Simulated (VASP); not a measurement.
# Mg (Im-3m) in VASP: single point with r2SCAN

Aim: the single point of Mg with r2SCAN.

All numbers are computed with VASP 6.6.1; they aren't measurements. Logs are shortened: lines on timing, memory, paths and dates and some standing lists are left out, and cuts for length are marked.

### Step 1. The cell of the first run

Symmetry: Im-3m, No. 229, cubic system. The conventional cell has a = 2.953 Å, b = 2.953 Å, c = 2.953 Å, α = 90.00°, β = 90.00°, γ = 90.00°. Mg (site symmetry m-3m) has 14 Mg at 2.56 to 2.95 Å within 3.4 Å.

This isn't the form of Mg at room conditions, which is hcp.

### Step 2. Single point, r2SCAN

Input file POSCAR:

```
Mg
1.0
   -1.4765000000      1.4765000000      1.4765000000
    1.4765000000     -1.4765000000      1.4765000000
    1.4765000000      1.4765000000     -1.4765000000
Mg
1
Direct
    0.0000000000      0.0000000000      0.0000000000
```

Input file INCAR.step1:

```
SYSTEM = Mg
PREC = Accurate
ENCUT = 660
ISMEAR = -1
SIGMA = 0.1
LREAL = .False.
LASPH = .True.
NELM = 120
NBANDS = 7
GGA = PE
ALGO = Normal
EDIFF = 1E-5
LWAVE = .True.
LCHARG = .False.
GGA_COMPAT = .False.
```

Input file INCAR.step2:

```
SYSTEM = Mg
PREC = Accurate
ENCUT = 660
EDIFF = 1E-6
ISMEAR = -1
SIGMA = 0.1
LREAL = .False.
LASPH = .True.
NELM = 120
ALGO = Normal
ISIF = 2
LWAVE = .False.
LCHARG = .False.
METAGGA = R2SCAN
LMIXTAU = .True.
NBANDS = 7
ISTART = 1
GGA_COMPAT = .False.
```

Input file KPOINTS:

```
Automatic mesh
0
Gamma
  8 8 8
  0.5 0.5 0.5
```

Potentials or basis: VASP PAW PBE potentials, release 64 (Mg).

The run is started by

```console
> cat potpaw_PBE.64/Mg/POTCAR > POTCAR
> cp INCAR.step1 INCAR
> mpirun -np 1 vasp_std > vasp.out
> cp INCAR.step2 INCAR
> mpirun -np 1 vasp_std > vasp.out
```

OUTCAR:

```text
SYSTEM = Mg
   PREC = Accurate
   ENCUT = 660
   EDIFF = 1E-6
   ISMEAR = -1
   LREAL = .False.
   LASPH = .True.
   NELM = 120
   ISIF = 2
   METAGGA = R2SCAN
   ISTART = 1

 ion  position               nearest neighbor table
   1  0.000  0.000  0.000-

  LATTYP: Found a body centered cubic cell.
 ALAT       =     2.9530000000

  Lattice vectors:

 A1 = (  -1.4765000000,   1.4765000000,   1.4765000000)
 A2 = (   1.4765000000,  -1.4765000000,   1.4765000000)
 A3 = (   1.4765000000,   1.4765000000,  -1.4765000000)

Analysis of symmetry for initial positions (statically):
=====================================================================
 Subroutine PRICEL returns:
 Original cell was already a primitive cell.

 Routine SETGRP: Setting up the symmetry group for a
 body centered cubic supercell.

 Subroutine GETGRP returns: Found 48 space group operations
 (whereof 48 operations were pure point group operations)
 out of a pool of 48 trial point group operations.

The static configuration has the point symmetry O_h .

Analysis of symmetry for dynamics (positions and initial velocities):
=====================================================================
 Subroutine PRICEL returns:
 Original cell was already a primitive cell.

 Routine SETGRP: Setting up the symmetry group for a
 body centered cubic supercell.

 Subroutine GETGRP returns: Found 48 space group operations
 (whereof 48 operations were pure point group operations)
 out of a pool of 48 trial point group operations.

The dynamic configuration has the point symmetry O_h .

 Subroutine INISYM returns: Found 48 space group operations
 (whereof 48 operations are pure point group operations),
 and found     1 'primitive' translations

----------------------------------------------------------------------------------------

                                     Primitive cell

  volume of cell :      12.8754

  direct lattice vectors                    reciprocal lattice vectors
    -1.476500000  1.476500000  1.476500000     0.000000000  0.338638673  0.338638673
     1.476500000 -1.476500000  1.476500000     0.338638673  0.000000000  0.338638673
     1.476500000  1.476500000 -1.476500000     0.338638673  0.338638673  0.000000000

  length of vectors
     2.557373017  2.557373017  2.557373017     0.478907403  0.478907403  0.478907403

  position of ions in fractional coordinates (direct lattice)
     0.000000000  0.000000000  0.000000000

  ion indices of the primitive-cell ions
   primitive index   ion index
                 1           1

----------------------------------------------------------------------------------------

 KPOINTS: Automatic mesh

Automatic generation of k-mesh.
 Grid dimensions read from file:
 generate k-points for:    8    8    8

 Generating k-lattice:

  Cartesian coordinates                     Fractional coordinates (reciprocal lattice)
     0.000000000  0.042329834  0.042329834     0.125000000  0.000000000  0.000000000
     0.042329834  0.000000000  0.042329834     0.000000000  0.125000000  0.000000000
     0.042329834  0.042329834  0.000000000     0.000000000  0.000000000  0.125000000

  Length of vectors
     0.059863425  0.059863425  0.059863425

  Shift w.r.t. Gamma in fractional coordinates (k-lattice)
     0.500000000  0.500000000  0.500000000

 Subroutine IBZKPT returns following result:
 ===========================================

 Found     26 irreducible k-points:

 Following reciprocal coordinates:
            Coordinates               Weight
  0.062500  0.062500  0.062500      8.000000
  0.187500  0.062500  0.062500     24.000000
  0.312500  0.062500  0.062500     24.000000
  0.437500  0.062500  0.062500     12.000000
 -0.062500  0.062500  0.062500      6.000000
  0.187500  0.187500  0.062500     24.000000
[... 16 lines left out ...]
 -0.312500  0.312500  0.312500      6.000000
 -0.437500  0.437500  0.312500     24.000000
 [... further k-points ...]
   k-points           NKPTS =     26   k-points in BZ     NKDIM =     26   number of bands    NBANDS=      7
   number of dos      NEDOS =    301   number of ions     NIONS =      1
   total plane-waves  NPLWV =  13824
   dimension x,y,z NGX =    24 NGY =   24 NGZ =   24
   dimension x,y,z NGXF=    48 NGYF=   48 NGZF=   48
   ions per type =               1
   NGX,Y,Z   is equivalent  to a cutoff of  15.60, 15.60, 15.60 a.u.
   NGXF,Y,Z  is equivalent  to a cutoff of  31.20, 31.20, 31.20 a.u.
 SYSTEM =  Mg
   PREC   = accura    normal or accurate (medium, high low for compatibility)
   ISTART =      1    job   : 0-new  1-cont  2-samecut
   ICHARG =      0    charge: 1-file 2-atom 10-const
   ISPIN  =      1    spin polarized calculation?
   LNONCOLLINEAR =      F non collinear calculations
   LSORBIT =      F    spin-orbit coupling
   LASPH  =      T    aspherical Exc in radial PAW
   ENCUT  =  660.0 eV  48.51 Ry    6.96 a.u.   5.36  5.36  5.36*2*pi/ulx,y,z
   NELM   =    120;   NELMIN=  2; NELMDL=  0     # of ELM steps
   EDIFF  = 0.1E-05   stopping-criterion for ELM
   LREAL  =      F    real-space projection
   EDIFFG = 0.1E-04   stopping-criterion for IOM
   NSW    =      0    number of steps for IOM
   IBRION =     -1    ionic relax: 0-MD 1-quasi-New 2-CG
   NFREE  =      0    steps in history (QN), initial steepest desc. (CG)
   ISIF   =      2    stress and relaxation
   ISYM   =      2    0-nonsym 1-usesym 2-fastsym
   POTIM  = 0.5000    time-step for ionic-motion
   TEBEG  =    0.0;   TEEND  =   0.0 temperature during run
   PSTRESS=    0.0 pullay stress
   NELECT =       2.0000    total number of electrons
   NUPDOWN=      -1.0000    fix difference up-down
   EMIN   =  10.00;   EMAX   =-10.00  energy-range for DOS
   EFERMI =   0.00;   METHOD = LEGACY
   ISMEAR =    -1;   SIGMA  =   0.10  broadening in eV -4-tet -1-fermi 0-gaus
   EFERMI_NEDOS =   21; number of points for ismear=-14 and -15
   IALGO  =     38    algorithm
   IMIX   =      4    mixing-type and parameters
     AMIX     =   0.40;   BMIX     =  1.00
     AMIX_MAG =   1.60;   BMIX_MAG =  1.00
  volume/ion in A,a.u.               =      12.88        86.89
  Fermi-wavevector in a.u.,A,eV,Ry     =   0.880031  1.663018 10.537098  0.774455
  Thomas-Fermi vector in A             =   2.000336
   LORBIT       =      0    0 simple, 1 ext, 2 COOP (PROOUT), +10 PAW based schemes
   METAGGA = R2SCAN    functional components
   LHFCALC =     F    Hartree Fock is set to
   AEXX    =    0.0000 exact exchange contribution
   IVDW    =     0    specifies the selected vdW correction
   LEPSILON=     F    determine dielectric tensor
   LRPA    =     F    only Hartree local field effects (RPA)
 non-spin polarized calculation
  energy-cutoff  :      660.00
  volume of cell :       12.88
 maximum number of plane-waves:       504
 NGX is ok and might be reduce to    24
   NGX = 11   NGY = 11   NGZ = 11

 number of electron       2.0000000 magnetization

 Free energy of the ion-electron system (eV)
  ---------------------------------------------------
  ext. energy  EPLUGINS =         0.00000000
  ---------------------------------------------------
  free energy    TOTEN  =        -2.92663446 eV

  energy without entropy =       -2.91399702  energy(sigma->0) =       -2.92031574

 E-fermi :   6.3739     XC(G=0): -11.1551

 val. band max:        6.1347038941   @ k =   0.3125   0.1875   0.1875
 cond. band min:       6.3802458777   @ k =  -0.4375  -0.4375   0.0625
 fundamental gap:      0.2455419837
 Fermi energy:         6.3739054513

 k-point     1 :       0.0625    0.0625    0.0625
  band No.  band energies     occupation
      1      -2.9533      2.00000
      2      20.3089      0.00000
      3      20.3089      0.00000
      4      23.5879      0.00000
      5      27.4583      0.00000
      6      27.4583      0.00000
      7      30.4362      0.00000

 k-point     2 :       0.1875    0.0625    0.0625
  band No.  band energies     occupation
      1      -1.2847      2.00000
      2      14.7179      0.00000
      3      17.7642      0.00000
      4      21.9782      0.00000
      5      26.5301      0.00000
      6      27.9568      0.00000
      7      33.3227      0.00000

 k-point     3 :       0.3125    0.0625    0.0625
  band No.  band energies     occupation
      1       1.3787      2.00000
      2       9.5927      0.00000
      3      16.2277      0.00000
      4      20.8836      0.00000
      5      25.3104      0.00000
      6      27.8507      0.00000
      7      34.2948      0.00000

 k-point     4 :       0.4375    0.0625    0.0625
  band No.  band energies     occupation
      1       4.2547      2.00000
      2       5.9024      1.98223
      3      15.7151      0.00000
      4      20.4912      0.00000
      5      24.8896      0.00000
      6      27.6676      0.00000
      7      34.7975      0.00000

 k-point     5 :      -0.0625    0.0625    0.0625
  band No.  band energies     occupation
      1      -3.5211      2.00000
      2      23.3077      0.00000
      3      23.3077      0.00000
      4      24.4518      0.00000
      5      25.3725      0.00000
      6      27.7004      0.00000
      7      31.1478      0.00000
[... 161 lines left out ...]
 k-point    22 :      -0.4375   -0.4375    0.1875
  band No.  band energies     occupation
      1       6.1240      1.84821
      2       7.5851      0.00001
      3      12.1863      0.00000
      4      19.2637      0.00000
      5      22.3379      0.00000
      6      27.6278      0.00000
      7      29.2019      0.00000

 k-point    23 :      -0.3125    0.3125    0.3125
  band No.  band energies     occupation
      1       2.9158      2.00000
      2      13.1582      0.00000
      3      14.9241      0.00000
      4      14.9241      0.00000
      5      20.3027      0.00000
      6      29.6982      0.00000
      7      32.0178      0.00000

 k-point    24 :      -0.4375    0.4375    0.3125
  band No.  band energies     occupation
      1       5.7901      1.99419
      2       9.7886      0.00000
      3      14.0983      0.00000
      4      15.0080      0.00000
      5      19.1892      0.00000
      6      26.9959      0.00000
      7      32.8623      0.00000

 [... further k-points ...]

------------------------ aborting loop because EDIFF is reached ----------------------------------------

  FORCE on cell =-STRESS in cart. coord.  units (eV):
  Direction    XX          YY          ZZ          XY          YZ          ZX
  --------------------------------------------------------------------------------------
  -------------------------------------------------------------------------------------
  Total        5.0872627      5.0872627      5.0872627      0.0000000      0.0000000     -0.0000000
  in kB      633.0447414    633.0447414    633.0447414      0.0000000      0.0000000     -0.0000000
  external PRESSURE =     633.0447414 kB  Pullay stress =       0.0000000 kB

 VOLUME and BASIS-vectors are now :
 -----------------------------------------------------------------------------
  energy-cutoff  :      660.00
  volume of cell :       12.88
      direct lattice vectors                 reciprocal lattice vectors
    -1.476500000  1.476500000  1.476500000     0.000000000  0.338638673  0.338638673
     1.476500000 -1.476500000  1.476500000     0.338638673  0.000000000  0.338638673
     1.476500000  1.476500000 -1.476500000     0.338638673  0.338638673  0.000000000

 POSITION                                       TOTAL-FORCE (eV/Angst)
 -----------------------------------------------------------------------------------
      0.00000      0.00000      0.00000        -0.000000      0.000000      0.000000
 -----------------------------------------------------------------------------------
    total drift:                                0.000000      0.000000      0.000000

  FREE ENERGIE OF THE ION-ELECTRON SYSTEM (eV)
  ---------------------------------------------------
  free  energy   TOTEN  =        -2.9266344649 eV

  energy  without entropy=       -2.9139970221  energy(sigma->0) =       -2.92031574
```

Run time: 14 s. Hardware: 1 thread of Intel Xeon Platinum 8259CL at 2.50GHz (Skylake/Cascade Lake), shared host; peak memory 0.14 GiB.

What came out:

* Free energy: -2.9266 eV
* Pressure: 63.3 GPa
* Band gap on the k mesh: zero (bands 1 and 2 overlap by 2.57 eV)

Caveat: the k points lie up to 0.38 Å⁻¹ apart, too coarse for converged energies and pressures of a metal; the PAW data sets were made with another functional, which shifts forces and pressure a little.

The gap in the log of VASP goes by the Fermi energy; the results here count the filled bands.